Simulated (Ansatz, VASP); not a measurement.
## One calculation of SrO, two programs

```xyz
2
Lattice="0.0000 2.7900 2.7900 2.7900 0.0000 2.7900 2.7900 2.7900 0.0000" Properties=species:S:1:pos:R:3 pbc="T T T"
Sr    0.0000    0.0000    0.0000
O     1.3950    1.3950    1.3950
```

Alike in both runs: task single point; functional PBE; k mesh 6 × 6 × 6; occupations gaussian, width 0.05 eV; no spin polarisation.

```csv
,VASP,Ansatz
version,VASP 6.6.1,Ansatz 0.2.0
potentials or method,"VASP PAW PBE potentials, release 64 (Sr_sv, O), cutoff 600 eV","scalar-relativistic, plane waves, PAW"
valence electrons in the cell,16,16
```

```csv
,VASP,Ansatz,Ansatz less VASP
gap on the k mesh at the Fermi level (eV),2.53,2.53,-0.006
least direct gap on the mesh (eV),3.38,3.37,-0.009
pressure (GPa),1.5,1.1,-0.40
```

The functional is the same, so the differences come from potentials, cutoffs and numerics.
